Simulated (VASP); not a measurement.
# SiC (P6_3mc) in VASP: a series of runs

The runs below take SiC through single point, with PBE, RPBE, revPBE.

Program: VASP 6.6.1. These are calculated values, not measurements. Logs are shortened: lines on timing, memory, paths and dates and some standing lists are left out, and cuts for length are marked.

### 1 The cell of the first run

It takes space group P6_3mc (No. 186, hexagonal). Conventional cell: a = 3.091 Å, b = 3.091 Å, c = 5.073 Å, α = 90.00°, β = 90.00°, γ = 120.00°. Within 2.5 Å of Si (site symmetry 3m) lie 4 C at 1.89 to 1.91 Å. C (site symmetry 3m) has 4 Si at 1.89 to 1.91 Å within 2.5 Å.

### 2 Single point, PBE

The input, INCAR:

```
PREC     = Accurate       # precision mode
ENCUT    = 520            # plane-wave cutoff, eV
EDIFF    = 1E-6           # SCF threshold, eV
ISMEAR   = 0              # smearing method
SIGMA    = 0.05           # smearing width, eV
LREAL    = F              # projectors in reciprocal space
LASPH    = T              # aspherical terms in the spheres
NELM     = 60             # most SCF steps
ALGO     = Normal         # electronic algorithm
ISIF     = 2              # what is computed and relaxed
LWAVE    = F              # write WAVECAR
LCHARG   = F              # write CHGCAR
GGA      = PE             # functional
NBANDS   = 16             # bands
```

The input, KPOINTS:

```
Automatic mesh
0
Gamma
  8 8 4
```

The input, POSCAR:

```
SiC
1.0
    3.0913649224      0.0000000000      0.0000000000
   -1.5456824612      2.6772005552      0.0000000000
    0.0000000000      0.0000000000      5.0733804442
Si C
2 2
Direct
    0.3333333333      0.6666666667      0.0045711878
    0.6666666667      0.3333333333      0.5045711878
    0.3333333333      0.6666666667      0.3804288122
    0.6666666667      0.3333333333      0.8804288122
```

Potentials or basis: VASP PAW PBE potentials, release 64 (Si, C).

Started as:

```sh
$ cat potpaw_PBE.64/Si/POTCAR potpaw_PBE.64/C/POTCAR > POTCAR
$ mpirun -np 1 vasp_std > vasp.out
```

OUTCAR:

```text
PREC = Accurate
   ENCUT = 520
   EDIFF = 1E-6
   ISMEAR = 0
   LREAL = F
   LASPH = T
   NELM = 60
   ISIF = 2
   GGA = PE

 ion  position               nearest neighbor table
   1  0.333  0.667  0.005-   4 1.89   4 1.89   4 1.89   3 1.91   2 3.10   2 3.10   2 3.10   2 3.10
                             2 3.10   2 3.10
   2  0.667  0.333  0.505-   3 1.89   3 1.89   3 1.89   4 1.91   1 3.10   1 3.10   1 3.10   1 3.10
                             1 3.10   1 3.10
   3  0.333  0.667  0.380-   2 1.89   2 1.89   2 1.89   1 1.91
   4  0.667  0.333  0.880-   1 1.89   1 1.89   1 1.89   2 1.91

  LATTYP: Found a hexagonal cell.
 ALAT       =     3.0913649224
 C/A-ratio  =     1.6411457630

  Lattice vectors:

 A1 = (   3.0913649224,   0.0000000000,   0.0000000000)
 A2 = (  -1.5456824612,   2.6772005552,   0.0000000000)
 A3 = (   0.0000000000,   0.0000000000,   5.0733804442)

Analysis of symmetry for initial positions (statically):
=====================================================================
 Subroutine PRICEL returns:
 Original cell was already a primitive cell.

 Routine SETGRP: Setting up the symmetry group for a
 hexagonal supercell.

 Subroutine GETGRP returns: Found 12 space group operations
 (whereof  6 operations were pure point group operations)
 out of a pool of 24 trial point group operations.

The static configuration has the point symmetry C_3v.
 The point group associated with its full space group is C_6v.

Analysis of symmetry for dynamics (positions and initial velocities):
=====================================================================
 Subroutine PRICEL returns:
 Original cell was already a primitive cell.

 Routine SETGRP: Setting up the symmetry group for a
 hexagonal supercell.

 Subroutine GETGRP returns: Found 12 space group operations
 (whereof  6 operations were pure point group operations)
 out of a pool of 24 trial point group operations.

The dynamic configuration has the point symmetry C_3v.
 The point group associated with its full space group is C_6v.

 Subroutine INISYM returns: Found 12 space group operations
 (whereof  6 operations are pure point group operations),
 and found     1 'primitive' translations

----------------------------------------------------------------------------------------

                                     Primitive cell

  volume of cell :      41.9883

  direct lattice vectors                    reciprocal lattice vectors
     3.091364922  0.000000000  0.000000000     0.323481706  0.186762250  0.000000000
    -1.545682461  2.677200555  0.000000000     0.000000000  0.373524500  0.000000000
     0.000000000  0.000000000  5.073380444     0.000000000  0.000000000  0.197107237

  length of vectors
     3.091364922  3.091364922  5.073380444     0.373524500  0.373524500  0.197107237

  position of ions in fractional coordinates (direct lattice)
     0.333333333  0.666666667  0.004571188
     0.666666667  0.333333333  0.504571188
     0.333333333  0.666666667  0.380428812
     0.666666667  0.333333333  0.880428812

  ion indices of the primitive-cell ions
   primitive index   ion index
                 1           1
                 2           2
                 3           3
                 4           4

----------------------------------------------------------------------------------------

 KPOINTS: Automatic mesh

Automatic generation of k-mesh.
 Grid dimensions read from file:
 generate k-points for:    8    8    4

 Generating k-lattice:

  Cartesian coordinates                     Fractional coordinates (reciprocal lattice)
     0.040435213  0.023345281  0.000000000     0.125000000 -0.000000000  0.000000000
     0.000000000  0.046690563  0.000000000     0.000000000  0.125000000  0.000000000
     0.000000000  0.000000000  0.049276809     0.000000000  0.000000000  0.250000000

  Length of vectors
     0.046690563  0.046690563  0.049276809

  Shift w.r.t. Gamma in fractional coordinates (k-lattice)
     0.000000000  0.000000000  0.000000000

 Subroutine IBZKPT returns following result:
 ===========================================

 Found     30 irreducible k-points:

 Following reciprocal coordinates:
            Coordinates               Weight
  0.000000  0.000000  0.000000      1.000000
  0.125000  0.000000  0.000000      6.000000
  0.250000  0.000000  0.000000      6.000000
  0.375000 -0.000000  0.000000      6.000000
  0.500000  0.000000  0.000000      3.000000
  0.125000  0.125000  0.000000      6.000000
[... 16 lines left out ...]
  0.250000  0.000000  0.500000      6.000000
  0.375000 -0.000000  0.500000      6.000000
 [... further k-points ...]
   k-points           NKPTS =     30   k-points in BZ     NKDIM =     30   number of bands    NBANDS=     16
   number of dos      NEDOS =    301   number of ions     NIONS =      4
   total plane-waves  NPLWV =  23040
   dimension x,y,z NGX =    24 NGY =   24 NGZ =   40
   dimension x,y,z NGXF=    48 NGYF=   48 NGZF=   80
   ions per type =               2   2
   NGX,Y,Z   is equivalent  to a cutoff of  12.91, 12.91, 13.11 a.u.
   NGXF,Y,Z  is equivalent  to a cutoff of  25.81, 25.81, 26.21 a.u.
 SYSTEM =  unknown system
   PREC   = accura    normal or accurate (medium, high low for compatibility)
   ISTART =      0    job   : 0-new  1-cont  2-samecut
   ICHARG =      2    charge: 1-file 2-atom 10-const
   ISPIN  =      1    spin polarized calculation?
   LNONCOLLINEAR =      F non collinear calculations
   LSORBIT =      F    spin-orbit coupling
   LASPH  =      T    aspherical Exc in radial PAW
   ENCUT  =  520.0 eV  38.22 Ry    6.18 a.u.   5.75  5.75  9.43*2*pi/ulx,y,z
   NELM   =     60;   NELMIN=  2; NELMDL= -5     # of ELM steps
   EDIFF  = 0.1E-05   stopping-criterion for ELM
   LREAL  =      F    real-space projection
   EDIFFG = 0.1E-04   stopping-criterion for IOM
   NSW    =      0    number of steps for IOM
   IBRION =     -1    ionic relax: 0-MD 1-quasi-New 2-CG
   NFREE  =      0    steps in history (QN), initial steepest desc. (CG)
   ISIF   =      2    stress and relaxation
   ISYM   =      2    0-nonsym 1-usesym 2-fastsym
   POTIM  = 0.5000    time-step for ionic-motion
   TEBEG  =    0.0;   TEEND  =   0.0 temperature during run
   PSTRESS=    0.0 pullay stress
   NELECT =      16.0000    total number of electrons
   NUPDOWN=      -1.0000    fix difference up-down
   EMIN   =  10.00;   EMAX   =-10.00  energy-range for DOS
   EFERMI =   0.00;   METHOD = LEGACY
   ISMEAR =     0;   SIGMA  =   0.05  broadening in eV -4-tet -1-fermi 0-gaus
   EFERMI_NEDOS =   21; number of points for ismear=-14 and -15
   IALGO  =     38    algorithm
   IMIX   =      4    mixing-type and parameters
     AMIX     =   0.40;   BMIX     =  1.00
     AMIX_MAG =   1.60;   BMIX_MAG =  1.00
  volume/ion in A,a.u.               =      10.50        70.84
  Fermi-wavevector in a.u.,A,eV,Ry     =   1.186876  2.242870 19.166177  1.408674
  Thomas-Fermi vector in A             =   2.323039
   LORBIT       =      0    0 simple, 1 ext, 2 COOP (PROOUT), +10 PAW based schemes
   GGA     = PE    functional components
   LHFCALC =     F    Hartree Fock is set to
   AEXX    =    0.0000 exact exchange contribution
   IVDW    =     0    specifies the selected vdW correction
   LEPSILON=     F    determine dielectric tensor
   LRPA    =     F    only Hartree local field effects (RPA)
 non-spin polarized calculation
 Gauss-broadening in eV      SIGMA  =   0.05
  energy-cutoff  :      520.00
  volume of cell :       41.99
 maximum number of plane-waves:      1170
 NGX is ok and might be reduce to    24
   NGX = 11   NGY = 11   NGZ = 19

 number of electron      16.0000000 magnetization

 Free energy of the ion-electron system (eV)
  ---------------------------------------------------
  ext. energy  EPLUGINS =         0.00000000
  ---------------------------------------------------
  free energy    TOTEN  =       -30.10960683 eV

  energy without entropy =      -30.10960683  energy(sigma->0) =      -30.10960683

 E-fermi :   8.3608     XC(G=0): -11.2849

 val. band max:        8.0902599649   @ k =   0.0000   0.0000   0.0000
 cond. band min:      10.6412253074   @ k =   0.3750   0.2500   0.0000
 fundamental gap:      2.5509653426
 Fermi energy:         8.3608141122

 k-point     1 :       0.0000    0.0000    0.0000
  band No.  band energies     occupation
      1      -7.3594      2.00000
      2      -3.8484      2.00000
      3      -0.5208      2.00000
      4       6.7807      2.00000
      5       6.7807      2.00000
      6       7.9809      2.00000
[... 8 lines left out ...]
     15      16.9416      0.00000
     16      19.3095      0.00000

 k-point     2 :       0.1250    0.0000    0.0000
  band No.  band energies     occupation
      1      -7.0921      2.00000
      2      -3.6215      2.00000
      3      -0.2773      2.00000
      4       5.4110      2.00000
      5       6.3545      2.00000
      6       7.1243      2.00000
[... 8 lines left out ...]
     15      17.5623      0.00000
     16      17.8875      0.00000

 k-point     3 :       0.2500    0.0000    0.0000
  band No.  band energies     occupation
      1      -6.3082      2.00000
      2      -2.9968      2.00000
      3       0.3835      2.00000
      4       3.0254      2.00000
      5       5.1346      2.00000
      6       5.5904      2.00000
[... 8 lines left out ...]
     15      18.0551      0.00000
     16      18.8135      0.00000

 k-point     4 :       0.3750   -0.0000    0.0000
  band No.  band energies     occupation
      1      -5.0956      2.00000
      2      -2.3546      2.00000
      3       0.5056      2.00000
      4       1.9941      2.00000
      5       3.0907      2.00000
      6       5.0096      2.00000
[... 8 lines left out ...]
     15      19.1604      0.00000
     16      20.0418      0.00000

 k-point     5 :       0.5000    0.0000    0.0000
  band No.  band energies     occupation
      1      -4.0866      2.00000
      2      -2.6301      2.00000
      3       0.3651      2.00000
      4       1.8360      2.00000
      5       2.7142      2.00000
      6       4.8010      2.00000
[... 8 lines left out ...]
     15      18.3044      0.00000
     16      20.5077      0.00000

 k-point     6 :       0.1250    0.1250    0.0000
  band No.  band energies     occupation
      1      -6.5659      2.00000
      2      -3.1926      2.00000
      3       0.1823      2.00000
      4       3.9200      2.00000
      5       5.0601      2.00000
      6       6.1942      2.00000
[... 8 lines left out ...]
     15      17.8012      0.00000
     16      18.2946      0.00000
[... 267 lines left out ...]
 k-point    21 :       0.0000    0.0000    0.5000
  band No.  band energies     occupation
      1      -6.1790      2.00000
      2      -6.1790      2.00000
      3       3.6807      2.00000
      4       3.6807      2.00000
      5       7.3815      2.00000
      6       7.3815      2.00000
[... 8 lines left out ...]
     15      17.0706      0.00000
     16      17.0706      0.00000

 k-point    22 :       0.1250    0.0000    0.5000
  band No.  band energies     occupation
      1      -5.9196      2.00000
      2      -5.9196      2.00000
      3       3.7415      2.00000
      4       3.7415      2.00000
      5       6.3090      2.00000
      6       6.3090      2.00000
[... 8 lines left out ...]
     15      17.4697      0.00000
     16      17.4697      0.00000

 k-point    23 :       0.2500    0.0000    0.5000
  band No.  band energies     occupation
      1      -5.1650      2.00000
      2      -5.1650      2.00000
      3       3.0577      2.00000
      4       3.0577      2.00000
      5       5.1688      2.00000
      6       5.1688      2.00000
[... 8 lines left out ...]
     15      18.2303      0.00000
     16      18.2303      0.00000

 k-point    24 :       0.3750   -0.0000    0.5000
  band No.  band energies     occupation
      1      -4.0375      2.00000
      2      -4.0375      2.00000
      3       1.0742      2.00000
      4       1.0742      2.00000
      5       5.4990      2.00000
      6       5.4990      2.00000
[... 8 lines left out ...]
     15      19.4951      0.00000
     16      19.4951      0.00000

 [... further k-points ...]
[... 5 lines left out ...]
  --------------------------------------------------------------------------------------
  -------------------------------------------------------------------------------------
  Total        0.0215290      0.0215290      0.0115268      0.0000000     -0.0000000      0.0000000
  in kB        0.8214974      0.8214974      0.4398374      0.0000000     -0.0000000      0.0000000
  external PRESSURE =       0.6942774 kB  Pullay stress =       0.0000000 kB

 VOLUME and BASIS-vectors are now :
 -----------------------------------------------------------------------------
  energy-cutoff  :      520.00
  volume of cell :       41.99
      direct lattice vectors                 reciprocal lattice vectors
     3.091364922  0.000000000  0.000000000     0.323481706  0.186762250  0.000000000
    -1.545682461  2.677200555  0.000000000     0.000000000  0.373524500  0.000000000
     0.000000000  0.000000000  5.073380444     0.000000000  0.000000000  0.197107237

 POSITION                                       TOTAL-FORCE (eV/Angst)
 -----------------------------------------------------------------------------------
     -0.00000      1.78480      0.02319         0.000000      0.000000      0.000131
      1.54568      0.89240      2.55988        -0.000000      0.000000      0.000131
     -0.00000      1.78480      1.93006         0.000000     -0.000000     -0.000131
      1.54568      0.89240      4.46675        -0.000000      0.000000     -0.000131
 -----------------------------------------------------------------------------------
    total drift:                               -0.000000      0.000000     -0.000150

  FREE ENERGIE OF THE ION-ELECTRON SYSTEM (eV)
  ---------------------------------------------------
  free  energy   TOTEN  =       -30.1096068349 eV

  energy  without entropy=      -30.1096068349  energy(sigma->0) =      -30.10960683
```

It took 7.7 s on 1 thread of Intel Xeon 6975P-C (Granite Rapids), shared host; peak memory 0.15 GiB.

Results:

| Quantity | Value |
| --- | --- |
| Free energy | -30.1096 eV |
| Pressure | 0.1 GPa |
| Band gap on the k mesh | 2.55 eV, indirect (least direct gap 3.94 eV) |

Levels at points of the mesh, in eV from the valence-band top:
```
           k point  band 6  band 7  band 8  band 9  band 10  band 11
(0.00, 0.00, 0.00)   -0.11    0.00    0.00    4.68     6.05     6.58
(0.50, 0.00, 0.00)   -3.29   -3.24   -1.19    2.75     4.21     6.76
(0.00, 0.00, 0.50)   -0.71   -0.71   -0.71    5.77     5.77     7.27
(0.50, 0.00, 0.50)   -2.42   -2.31   -2.31    3.25     3.25     5.19
```

A k mesh can miss the band edges.

### 3 Single point, RPBE

This run uses another cell than the first one, of 10.34 Å³/atom, 0.985 times its volume.

The input, INCAR:

```
ALGO = Normal ; EDIFF = 1E-6
ENCUT = 520 ; GGA = RP
ISIF = 2 ; ISMEAR = 0
LASPH = T ; LCHARG = F
LREAL = F ; LWAVE = F
NBANDS = 16 ; NELM = 80
PREC = Accurate ; SIGMA = 0.025
```

The input, KPOINTS:

```
k-points
0
Gamma
  8 8 6
```

The input, POSCAR:

```
SiC
1.0
    3.0755278798      0.0000000000      0.0000000000
   -1.5377639399      2.6634852739      0.0000000000
    0.0000000000      0.0000000000      5.0473895487
Si C
2 2
Direct
    0.3333333333      0.6666666667      0.0045711878
    0.6666666667      0.3333333333      0.5045711878
    0.3333333333      0.6666666667      0.3804288122
    0.6666666667      0.3333333333      0.8804288122
```

Potentials or basis: VASP PAW PBE potentials, release 64 (Si, C).

Started as:

```sh
$ cat potpaw_PBE.64/Si/POTCAR potpaw_PBE.64/C/POTCAR > POTCAR
$ mpirun -np 1 vasp_std > vasp.out
```

Run time: 9.6 s. Hardware: 1 thread of Intel Xeon 6975P-C (Granite Rapids), shared host; peak memory 0.15 GiB.

Results (log left out):

| Property | Result |
| --- | --- |
| Free energy | -28.6129 eV |
| Pressure | 6.3 GPa |
| Largest force | 0.003 eV/Å |
| Band gap on the k mesh | 2.57 eV, indirect (least direct gap 4.01 eV) |

Forces in eV/Å, atoms in the order of the input:
```
Si   0.000  0.000  0.003
Si   0.000  0.000  0.003
C    0.000  0.000 -0.003
C    0.000  0.000 -0.003
```

Stress tensor (GPa, compression positive):
```
6.35 0.00 0.00
0.00 6.35 0.00
0.00 0.00 6.10
```

Levels at points of the mesh, in eV from the valence-band top:
```csv
k point,band 4,band 5,band 6,band 7,band 8,band 9,band 10,band 11,band 12,band 13
"(0.00, 0.00, 0.00)",-1.31,-1.31,-0.11,0.00,0.00,4.84,6.24,6.71,6.71,7.80
"(0.50, 0.00, 0.00)",-6.28,-5.42,-3.31,-3.27,-1.19,2.82,4.25,6.93,7.15,10.11
"(0.00, 0.00, 0.50)",-4.44,-0.71,-0.71,-0.71,-0.71,5.94,5.94,7.38,7.38,7.38
"(0.50, 0.00, 0.50)",-8.24,-2.44,-2.44,-2.32,-2.32,3.31,3.31,5.30,5.30,10.41
```

Caveat: the PAW data sets were made with another functional, which shifts forces and pressure a little. A k mesh can miss the band edges.

### 4 Single point, revPBE

This run uses another cell than the first one, of 10.34 Å³/atom, 0.985 times its volume.

The input, INCAR:

```
SYSTEM = SiC
  ALGO = Normal
  EDIFF = 1E-6
  ENCUT = 520
  GGA = RE
  ISIF = 2
  ISMEAR = 1
  LASPH = .True.
  LCHARG = .False.
  LREAL = .False.
  LWAVE = .False.
  NBANDS = 16
  NELM = 80
  PREC = Accurate
  SIGMA = 0.1
```

The input, KPOINTS:

```
k-points
0
Gamma
  8 8 6
  0 0 0
```

POSCAR is that of step 3.

Started as:

```sh
$ cat potpaw_PBE.64/Si/POTCAR potpaw_PBE.64/C/POTCAR > POTCAR
$ mpirun -np 1 vasp_std > vasp.out
```

Wall time 9.4 s (1 thread of Intel Xeon 6975P-C (Granite Rapids), shared host); peak memory 0.16 GiB.

It converged, with:

```yaml
Free_energy: -28.8712 eV
Pressure: 5.6 GPa
Largest_force: 0.004 eV/Å
Band_gap_on_the_k_mesh: 2.55 eV, indirect (least direct gap 4.00 eV)
```

Forces on the atoms (eV/Å):
```
Si   0.000  0.000  0.004
Si   0.000  0.000  0.004
C    0.000  0.000 -0.004
C    0.000  0.000 -0.004
```

Stress tensor (GPa, compression positive):
```
5.64 0.00 0.00
0.00 5.64 0.00
0.00 0.00 5.43
```

Levels at points of the mesh, in eV from the valence-band top:
```
           k point  band 5  band 6  band 7  band 8  band 9  band 10  band 11  band 12
(0.00, 0.00, 0.00)   -1.31   -0.11    0.00    0.00    4.83     6.23     6.70     6.70
(0.50, 0.00, 0.00)   -5.42   -3.32   -3.28   -1.19    2.80     4.24     6.92     7.14
(0.00, 0.00, 0.50)   -0.71   -0.71   -0.71   -0.71    5.93     5.93     7.37     7.37
(0.50, 0.00, 0.50)   -2.44   -2.44   -2.32   -2.32    3.30     3.30     5.29     5.29
```

Caveat: the PAW data sets were made with another functional, which shifts forces and pressure a little. A k mesh can miss the band edges.

### 5 Summary

```tsv
level	cell	k mesh	smearing	gap on the mesh (eV)	pressure (GPa)
PBE	a = 3.091, b = 3.091, c = 5.073 Å, angles 90.0, 90.0, 120.0°, 4 atoms	8 × 8 × 4	gaussian 0.05 eV	2.55	0.1
RPBE	a = 3.076, b = 3.076, c = 5.047 Å, angles 90.0, 90.0, 120.0°, 4 atoms	8 × 8 × 6	gaussian 0.025 eV	2.57	6.3
revPBE	a = 3.076, b = 3.076, c = 5.047 Å, angles 90.0, 90.0, 120.0°, 4 atoms	8 × 8 × 6	methfessel-paxton 0.1 eV	2.55	5.6
```

Alike in all rows: task single point; potentials or basis VASP PAW PBE potentials, release 64 (Si, C); no spin polarisation; cutoff (eV) 520.

Caveats: the PAW data sets were made with another functional, which shifts forces and pressure a little (some runs).

Absolute energies hang on the potentials; compare differences alone.
